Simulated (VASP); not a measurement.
# HCN (I4mm) in VASP: notebook, part 2 of 3

VASP 6.6.1.

## (3) Single point, PBE-based screened hybrid

POSCAR reads:

```
HCN
1.0
   -2.3160580000      2.3160580000      2.1599010000
    2.3160580000     -2.3160580000      2.1599010000
    2.3160580000      2.3160580000     -2.1599010000
N C H
1 1 1
Direct
    0.2719290000      0.2719290000      0.0000000000
    0.0036740000      0.0036740000      0.0000000000
    0.7520970000      0.7520970000      0.0000000000
```

INCAR.step1 reads:

```
ALGO     = Normal         # electronic algorithm
EDIFF    = 1E-5           # SCF threshold, eV
ENCUT    = 520            # plane-wave cutoff, eV
GGA      = PE             # functional
ISIF     = 2              # what is computed and relaxed
ISMEAR   = -1             # smearing method
LASPH    = True           # aspherical terms in the spheres
LCHARG   = False          # write CHGCAR
LREAL    = False          # projectors in reciprocal space
LWAVE    = True           # write WAVECAR
NBANDS   = 12             # bands
NELM     = 80             # most SCF steps
PREC     = Accurate       # precision mode
SIGMA    = 0.05           # smearing width, eV
```

INCAR.step2 reads:

```
AEXX     = 0.2            # exact-exchange fraction
ALGO     = Normal         # electronic algorithm
EDIFF    = 1E-7           # SCF threshold, eV
ENCUT    = 520            # plane-wave cutoff, eV
GGA      = PE             # functional
HFSCREEN = 0.2            # screening, 1/A
ISIF     = 2              # what is computed and relaxed
ISMEAR   = -1             # smearing method
ISTART   = 1            
LASPH    = True           # aspherical terms in the spheres
LCHARG   = False          # write CHGCAR
LHFCALC  = True           # exact exchange
LREAL    = False          # projectors in reciprocal space
LWAVE    = False          # write WAVECAR
NBANDS   = 12             # bands
NELM     = 80             # most SCF steps
PREC     = Accurate       # precision mode
PRECFOCK = Normal       
SIGMA    = 0.05           # smearing width, eV
```

KPOINTS reads:

```
k-points
0
Gamma
  4 4 4
```

Potentials or basis: VASP PAW PBE potentials, release 64 (N, C, H).

Run with:

```
$ cat potpaw_PBE.64/N/POTCAR potpaw_PBE.64/C/POTCAR potpaw_PBE.64/H/POTCAR > POTCAR
$ cp INCAR.step1 INCAR
$ mpirun -np 1 vasp_std > vasp.out
$ cp INCAR.step2 INCAR
$ mpirun -np 1 vasp_std > vasp.out
```

OUTCAR:

```text
AEXX = 0.2
   EDIFF = 1E-7
   ENCUT = 520
   GGA = PE
   HFSCREEN = 0.2
   ISIF = 2
   ISMEAR = -1
   ISTART = 1
   LASPH = True
   LHFCALC = True
   LREAL = False
   NELM = 80
   PREC = Accurate
   PRECFOCK = Normal

 ion  position               nearest neighbor table
   1  0.272  0.272  0.000-   2 1.16
   2  0.004  0.004  0.000-   3 1.09   1 1.16
   3  0.752  0.752  0.000-   2 1.09

  LATTYP: Found a body centered tetragonal cell.
 ALAT       =     4.6321160000
 C/A-ratio  =     0.9325763863

  Lattice vectors:

 A1 = (  -2.3160580000,   2.3160580000,   2.1599010000)
 A2 = (   2.3160580000,  -2.3160580000,   2.1599010000)
 A3 = (   2.3160580000,   2.3160580000,  -2.1599010000)

Analysis of symmetry for initial positions (statically):
=====================================================================
 Subroutine PRICEL returns:
 Original cell was already a primitive cell.

 Routine SETGRP: Setting up the symmetry group for a
 body centered tetragonal supercell.

 Subroutine GETGRP returns: Found  8 space group operations
 (whereof  8 operations were pure point group operations)
 out of a pool of 16 trial point group operations.

The static configuration has the point symmetry C_4v.

Analysis of symmetry for dynamics (positions and initial velocities):
=====================================================================
 Subroutine PRICEL returns:
 Original cell was already a primitive cell.

 Routine SETGRP: Setting up the symmetry group for a
 body centered tetragonal supercell.

 Subroutine GETGRP returns: Found  8 space group operations
 (whereof  8 operations were pure point group operations)
 out of a pool of 16 trial point group operations.

The dynamic configuration has the point symmetry C_4v.

 Subroutine INISYM returns: Found  8 space group operations
 (whereof  8 operations are pure point group operations),
 and found     1 'primitive' translations

----------------------------------------------------------------------------------------

                                     Primitive cell

  volume of cell :      46.3439

  direct lattice vectors                    reciprocal lattice vectors
    -2.316058000  2.316058000  2.159901000     0.000000000  0.215884058  0.231492092
     2.316058000 -2.316058000  2.159901000     0.215884058  0.000000000  0.231492092
     2.316058000  2.316058000 -2.159901000     0.215884058  0.215884058  0.000000000

  length of vectors
     3.923445125  3.923445125  3.923445125     0.316535172  0.316535172  0.305306163

  position of ions in fractional coordinates (direct lattice)
     0.271929000  0.271929000  0.000000000
     0.003674000  0.003674000  0.000000000
     0.752097000  0.752097000  0.000000000

  ion indices of the primitive-cell ions
   primitive index   ion index
                 1           1
                 2           2
                 3           3

----------------------------------------------------------------------------------------

[... 43 lines left out ...]
   dimension x,y,z NGXF=    60 NGYF=   60 NGZF=   60
   ions per type =               1   1   1
   NGX,Y,Z   is equivalent  to a cutoff of  12.71, 12.71, 12.71 a.u.
   NGXF,Y,Z  is equivalent  to a cutoff of  25.42, 25.42, 25.42 a.u.
 SYSTEM =  unknown system
   PREC   = accura    normal or accurate (medium, high low for compatibility)
   ISTART =      1    job   : 0-new  1-cont  2-samecut
   ICHARG =      0    charge: 1-file 2-atom 10-const
   ISPIN  =      1    spin polarized calculation?
   LNONCOLLINEAR =      F non collinear calculations
   LSORBIT =      F    spin-orbit coupling
   LASPH  =      T    aspherical Exc in radial PAW
   ENCUT  =  520.0 eV  38.22 Ry    6.18 a.u.   7.30  7.30  7.30*2*pi/ulx,y,z
   NELM   =     80;   NELMIN=  2; NELMDL=  0     # of ELM steps
   EDIFF  = 0.1E-06   stopping-criterion for ELM
   LREAL  =      F    real-space projection
   EDIFFG = 0.1E-05   stopping-criterion for IOM
   NSW    =      0    number of steps for IOM
   IBRION =     -1    ionic relax: 0-MD 1-quasi-New 2-CG
   NFREE  =      0    steps in history (QN), initial steepest desc. (CG)
   ISIF   =      2    stress and relaxation
   ISYM   =      3    0-nonsym 1-usesym 2-fastsym
   POTIM  = 0.5000    time-step for ionic-motion
   TEBEG  =    0.0;   TEEND  =   0.0 temperature during run
   PSTRESS=    0.0 pullay stress
   NELECT =      10.0000    total number of electrons
   NUPDOWN=      -1.0000    fix difference up-down
   EMIN   =  10.00;   EMAX   =-10.00  energy-range for DOS
   EFERMI =   0.00;   METHOD = LEGACY
   ISMEAR =    -1;   SIGMA  =   0.05  broadening in eV -4-tet -1-fermi 0-gaus
   EFERMI_NEDOS =   21; number of points for ismear=-14 and -15
   IALGO  =     38    algorithm
   IMIX   =      1    mixing-type and parameters
     AMIX     =   0.40;   BMIX     =  1.00
     AMIX_MAG =   1.60;   BMIX_MAG =  1.00
  volume/ion in A,a.u.               =      15.45       104.25
  Fermi-wavevector in a.u.,A,eV,Ry     =   0.981923  1.855565 13.118357  0.964172
  Thomas-Fermi vector in A             =   2.112966
   LORBIT       =      0    0 simple, 1 ext, 2 COOP (PROOUT), +10 PAW based schemes
   GGA     = PE    functional components
   LHFCALC =     T    Hartree Fock is set to
   PRECFOCK=normal    Normal, Fast or Accurate (Low or Medium for compatibility)
   ENCUT4O =  -1.0   cutoff for four orbital integrals eV
   NKREDX  =     1    reduce k-point grid by
   NKREDY  =     1    reduce k-point grid by
   NKREDZ  =     1    reduce k-point grid by
   AEXX    =    0.2000 exact exchange contribution
   HFSCREEN=    0.2000 screening length (either q_TF or 0.3 A-1)
   HFSCREENC=   0.2000 screening length for correlation (either q_TF or 0.3 A-1)
   ENCUTFOCK=  -1.0 apply spherical cutoff to Coloumb kernel
   IVDW    =     0    specifies the selected vdW correction
   LEPSILON=     F    determine dielectric tensor
   LRPA    =     F    only Hartree local field effects (RPA)
 non-spin polarized calculation
  energy-cutoff  :      520.00
  volume of cell :       46.34
 maximum number of plane-waves:      1265
 NGX is ok and might be reduce to    30
  NGX = 24; NGY = 24; NGZ = 24

 number of electron      10.0000000 magnetization

 Free energy of the ion-electron system (eV)
  ---------------------------------------------------
  ext. energy  EPLUGINS =         0.00000000
  ---------------------------------------------------
  free energy    TOTEN  =       -23.02123106 eV

  energy without entropy =      -23.02123106  energy(sigma->0) =      -23.02123106

 E-fermi :  -4.5656     XC(G=0):  -5.9319

 val. band max:       -5.7400038827   @ k =   0.5000   0.5000   0.0000
 cond. band min:       2.3043378596   @ k =   0.5000   0.0000   0.0000
 fundamental gap:      8.0443417423
 Fermi energy:        -4.5655968985

 k-point     1 :       0.0000    0.0000    0.0000
  band No.  band energies     occupation
      1     -21.6186      2.00000
      2     -11.9612      2.00000
      3      -7.6034      2.00000
      4      -5.8108      2.00000
      5      -5.8108      2.00000
      6       3.4148      0.00000
      7       3.4148      0.00000
      8       4.6293      0.00000
      9       9.5812      0.00000
     10      11.0565      0.00000
     11      12.1698      0.00000
     12      12.1698      0.00000
[... 166 lines left out ...]
 k-point    13 :       0.5000    0.5000    0.5000
  band No.  band energies     occupation
      1     -21.4377      2.00000
      2     -11.9326      2.00000
      3      -7.7140      2.00000
      4      -6.6793      2.00000
      5      -6.6793      2.00000
      6       4.6438      0.00000
      7       4.6438      0.00000
      8       6.3270      0.00000
      9       6.6765      0.00000
     10      10.3748      0.00000
     11      10.3748      0.00000
     12      12.0390      0.00000

------------------------ aborting loop because EDIFF is reached ----------------------------------------

  FORCE on cell =-STRESS in cart. coord.  units (eV):
  Direction    XX          YY          ZZ          XY          YZ          ZX
  --------------------------------------------------------------------------------------
  -------------------------------------------------------------------------------------
  Total        0.0465847      0.0465847     -1.2998171      0.0000000      0.0000000      0.0000000
  in kB        1.6105020      1.6105020    -44.9365934      0.0000000      0.0000000      0.0000000
  external PRESSURE =     -13.9051965 kB  Pullay stress =       0.0000000 kB

 VOLUME and BASIS-vectors are now :
 -----------------------------------------------------------------------------
  energy-cutoff  :      520.00
  volume of cell :       46.34
      direct lattice vectors                 reciprocal lattice vectors
    -2.316058000  2.316058000  2.159901000     0.000000000  0.215884058  0.231492092
     2.316058000 -2.316058000  2.159901000     0.215884058  0.000000000  0.231492092
     2.316058000  2.316058000 -2.159901000     0.215884058  0.215884058  0.000000000

 POSITION                                       TOTAL-FORCE (eV/Angst)
 -----------------------------------------------------------------------------------
      0.00000      0.00000      1.17468         0.000000      0.000000     -0.926427
      0.00000      0.00000      0.01587         0.000000      0.000000      0.852123
      0.00000      0.00000      3.24891        -0.000000     -0.000000      0.074304
 -----------------------------------------------------------------------------------
    total drift:                               -0.000001      0.000002     -0.000276

  FREE ENERGIE OF THE ION-ELECTRON SYSTEM (eV)
  ---------------------------------------------------
  free  energy   TOTEN  =       -23.0212310552 eV

  energy  without entropy=      -23.0212310552  energy(sigma->0) =      -23.02123106
```

Wall time 5.6 min (1 thread of Oxide Virtual Turin-like, shared host); peak memory 0.24 GiB.

What came out:

```yaml
Free_energy: -23.0212 eV
Pressure: -1.4 GPa
Largest_force: 0.926 eV/Å
Band_gap_on_the_k_mesh: 8.04 eV, indirect (least direct gap 8.43 eV)
```

Forces on the atoms (eV/Å):
```
N    0.000  0.000 -0.926
C    0.000  0.000  0.852
H    0.000  0.000  0.074
```

Caveat: the k points lie up to 0.50 Å⁻¹ apart; the PAW data sets were made with another functional, which shifts forces and pressure a little. A k mesh can miss the band edges.

## (4) Single point, PBE-based screened hybrid

POSCAR is that of step 3.

INCAR.step1 reads:

```
SYSTEM = HCN
  PREC = Accurate
  ENCUT = 520
  EDIFF = 1E-5
  ISMEAR = -1
  SIGMA = 0.05
  LREAL = .FALSE.
  LASPH = .TRUE.
  NELM = 100
  ALGO = Normal
  ISIF = 2
  LWAVE = .TRUE.
  LCHARG = .FALSE.
  NBANDS = 12
  GGA = PE
```

INCAR.step2 reads:

```
SYSTEM = HCN
  PREC = Accurate
  ENCUT = 520
  EDIFF = 1E-7
  ISMEAR = -1
  SIGMA = 0.05
  LREAL = .FALSE.
  LASPH = .TRUE.
  NELM = 100
  ALGO = Normal
  ISIF = 2
  LWAVE = .FALSE.
  LCHARG = .FALSE.
  GGA = PE
  LHFCALC = .TRUE.
  AEXX = 0.25
  HFSCREEN = 0.2
  PRECFOCK = Normal
  NBANDS = 12
  ISTART = 1
```

KPOINTS reads:

```
regular mesh
0
G
  4 4 4
  0 0 0
```

Potentials or basis: VASP PAW PBE potentials, release 64 (N, C, H).

Run with:

```
$ cat potpaw_PBE.64/N/POTCAR potpaw_PBE.64/C/POTCAR potpaw_PBE.64/H/POTCAR > POTCAR
$ cp INCAR.step1 INCAR
$ mpirun -np 1 vasp_std > vasp.out
$ cp INCAR.step2 INCAR
$ mpirun -np 1 vasp_std > vasp.out
```

OUTCAR:

```text
SYSTEM = HCN
   PREC = Accurate
   ENCUT = 520
   EDIFF = 1E-7
   ISMEAR = -1
   LREAL = .FALSE.
   LASPH = .TRUE.
   NELM = 100
   ISIF = 2
   GGA = PE
   LHFCALC = .TRUE.
   AEXX = 0.25
   HFSCREEN = 0.2
   PRECFOCK = Normal
   ISTART = 1

 ion  position               nearest neighbor table
   1  0.272  0.272  0.000-   2 1.16
   2  0.004  0.004  0.000-   3 1.09   1 1.16
   3  0.752  0.752  0.000-   2 1.09

  LATTYP: Found a body centered tetragonal cell.
 ALAT       =     4.6321160000
 C/A-ratio  =     0.9325763863

  Lattice vectors:

 A1 = (  -2.3160580000,   2.3160580000,   2.1599010000)
 A2 = (   2.3160580000,  -2.3160580000,   2.1599010000)
 A3 = (   2.3160580000,   2.3160580000,  -2.1599010000)

Analysis of symmetry for initial positions (statically):
=====================================================================
 Subroutine PRICEL returns:
 Original cell was already a primitive cell.

 Routine SETGRP: Setting up the symmetry group for a
 body centered tetragonal supercell.

 Subroutine GETGRP returns: Found  8 space group operations
 (whereof  8 operations were pure point group operations)
 out of a pool of 16 trial point group operations.

The static configuration has the point symmetry C_4v.

Analysis of symmetry for dynamics (positions and initial velocities):
=====================================================================
 Subroutine PRICEL returns:
 Original cell was already a primitive cell.

[... 124 lines left out ...]
   PRECFOCK=normal    Normal, Fast or Accurate (Low or Medium for compatibility)
   ENCUT4O =  -1.0   cutoff for four orbital integrals eV
   NKREDX  =     1    reduce k-point grid by
   NKREDY  =     1    reduce k-point grid by
   NKREDZ  =     1    reduce k-point grid by
   AEXX    =    0.2500 exact exchange contribution
   HFSCREEN=    0.2000 screening length (either q_TF or 0.3 A-1)
   HFSCREENC=   0.2000 screening length for correlation (either q_TF or 0.3 A-1)
   ENCUTFOCK=  -1.0 apply spherical cutoff to Coloumb kernel
   IVDW    =     0    specifies the selected vdW correction
   LEPSILON=     F    determine dielectric tensor
   LRPA    =     F    only Hartree local field effects (RPA)
 non-spin polarized calculation
  energy-cutoff  :      520.00
  volume of cell :       46.34
 maximum number of plane-waves:      1265
 NGX is ok and might be reduce to    30
  NGX = 24; NGY = 24; NGZ = 24

 number of electron      10.0000000 magnetization

 Free energy of the ion-electron system (eV)
  ---------------------------------------------------
  ext. energy  EPLUGINS =         0.00000000
  ---------------------------------------------------
  free energy    TOTEN  =       -23.77929495 eV

  energy without entropy =      -23.77929495  energy(sigma->0) =      -23.77929495

 E-fermi :  -4.7854     XC(G=0):  -5.7138

 val. band max:       -5.9373233001   @ k =   0.5000   0.5000   0.0000
 cond. band min:       2.4188835650   @ k =   0.5000   0.0000   0.0000
 fundamental gap:      8.3562068652
 Fermi energy:        -4.7853995778

 k-point     1 :       0.0000    0.0000    0.0000
  band No.  band energies     occupation
      1     -22.1289      2.00000
      2     -12.2737      2.00000
      3      -7.9090      2.00000
      4      -6.0091      2.00000
      5      -6.0091      2.00000
      6       3.5793      0.00000
      7       3.5793      0.00000
      8       4.6948      0.00000
      9       9.7785      0.00000
     10      11.1483      0.00000
     11      12.2675      0.00000
     12      12.2675      0.00000
[... 166 lines left out ...]
 k-point    13 :       0.5000    0.5000    0.5000
  band No.  band energies     occupation
      1     -21.9457      2.00000
      2     -12.2481      2.00000
      3      -8.0179      2.00000
      4      -6.8911      2.00000
      5      -6.8911      2.00000
      6       4.8432      0.00000
      7       4.8432      0.00000
      8       6.3803      0.00000
      9       6.7999      0.00000
     10      10.4928      0.00000
     11      10.4928      0.00000
     12      12.1404      0.00000

------------------------ aborting loop because EDIFF is reached ----------------------------------------

  FORCE on cell =-STRESS in cart. coord.  units (eV):
  Direction    XX          YY          ZZ          XY          YZ          ZX
  --------------------------------------------------------------------------------------
  -------------------------------------------------------------------------------------
  Total        0.0379728      0.0379728     -1.6685288      0.0000000      0.0000000      0.0000000
  in kB        1.3127757      1.3127757    -57.6834975      0.0000000      0.0000000      0.0000000
  external PRESSURE =     -18.3526487 kB  Pullay stress =       0.0000000 kB

 VOLUME and BASIS-vectors are now :
 -----------------------------------------------------------------------------
  energy-cutoff  :      520.00
  volume of cell :       46.34
      direct lattice vectors                 reciprocal lattice vectors
    -2.316058000  2.316058000  2.159901000     0.000000000  0.215884058  0.231492092
     2.316058000 -2.316058000  2.159901000     0.215884058  0.000000000  0.231492092
     2.316058000  2.316058000 -2.159901000     0.215884058  0.215884058  0.000000000

 POSITION                                       TOTAL-FORCE (eV/Angst)
 -----------------------------------------------------------------------------------
      0.00000      0.00000      1.17468         0.000000      0.000000     -1.189811
      0.00000      0.00000      0.01587        -0.000000     -0.000000      1.067751
      0.00000      0.00000      3.24891        -0.000000     -0.000000      0.122061
 -----------------------------------------------------------------------------------
    total drift:                               -0.000002      0.000003     -0.000291

  FREE ENERGIE OF THE ION-ELECTRON SYSTEM (eV)
  ---------------------------------------------------
  free  energy   TOTEN  =       -23.7792949468 eV

  energy  without entropy=      -23.7792949468  energy(sigma->0) =      -23.77929495
```

OUTCAR.step1:

```text
SYSTEM = HCN
   PREC = Accurate
   ENCUT = 520
   EDIFF = 1E-5
   ISMEAR = -1
   LREAL = .FALSE.
   LASPH = .TRUE.
[... 408 lines left out ...]
      0.00000      0.00000      1.17468         0.000000      0.000000      0.164075
      0.00000      0.00000      0.01587        -0.000000     -0.000000     -0.034989
      0.00000      0.00000      3.24891         0.000000      0.000000     -0.129086
 -----------------------------------------------------------------------------------
    total drift:                                0.000000      0.000000     -0.000580

  FREE ENERGIE OF THE ION-ELECTRON SYSTEM (eV)
  ---------------------------------------------------
  free  energy   TOTEN  =       -20.0134419305 eV

  energy  without entropy=      -20.0134419305  energy(sigma->0) =      -20.01344193
```

OSZICAR.step1:

```text
N       E                     dE             d eps       ncg     rms          rms(c)
DAV:   1     0.269526313445E+02    0.26953E+02   -0.45459E+03   312   0.689E+02
DAV:   2    -0.192238352090E+02   -0.46176E+02   -0.44862E+02   392   0.157E+02
DAV:   3    -0.218790601791E+02   -0.26552E+01   -0.26466E+01   348   0.363E+01
DAV:   4    -0.218992153939E+02   -0.20155E-01   -0.20154E-01   360   0.396E+00
DAV:   5    -0.218993890679E+02   -0.17367E-03   -0.17367E-03   376   0.360E-01    0.851E+00
DAV:   6    -0.203270735883E+02    0.15723E+01   -0.40385E+00   344   0.110E+01    0.463E+00
DAV:   7    -0.200594919808E+02    0.26758E+00   -0.11275E+00   344   0.619E+00    0.242E+00
DAV:   8    -0.200142689810E+02    0.45223E-01   -0.20693E-01   348   0.274E+00    0.104E+00
DAV:   9    -0.200131435772E+02    0.11254E-02   -0.14754E-02   328   0.944E-01    0.114E-01
DAV:  10    -0.200132985601E+02   -0.15498E-03   -0.91683E-04   364   0.217E-01    0.640E-02
DAV:  11    -0.200134389187E+02   -0.14036E-03   -0.28579E-04   312   0.122E-01    0.196E-02
DAV:  12    -0.200134419305E+02   -0.30118E-05   -0.22494E-05   356   0.324E-02
   1 F= -.20013442E+02 E0= -.20013442E+02  d E =-.268008E-10
```

Run time: 5.3 min. Hardware: 1 thread of Oxide Virtual Turin-like, shared host; peak memory 0.24 GiB.

Results:

* Free energy: -23.7793 eV
* Pressure: -1.8 GPa
* Largest force: 1.190 eV/Å
* Band gap on the k mesh: 8.36 eV, indirect (least direct gap 8.75 eV)

Forces in eV/Å, atoms in the order of the input:
```
N    0.000  0.000 -1.190
C    0.000  0.000  1.068
H    0.000  0.000  0.122
```

Caveat: the k points lie up to 0.50 Å⁻¹ apart; the PAW data sets were made with another functional, which shifts forces and pressure a little. A k mesh can miss the band edges.

(Part 2 of 3 ends here.)
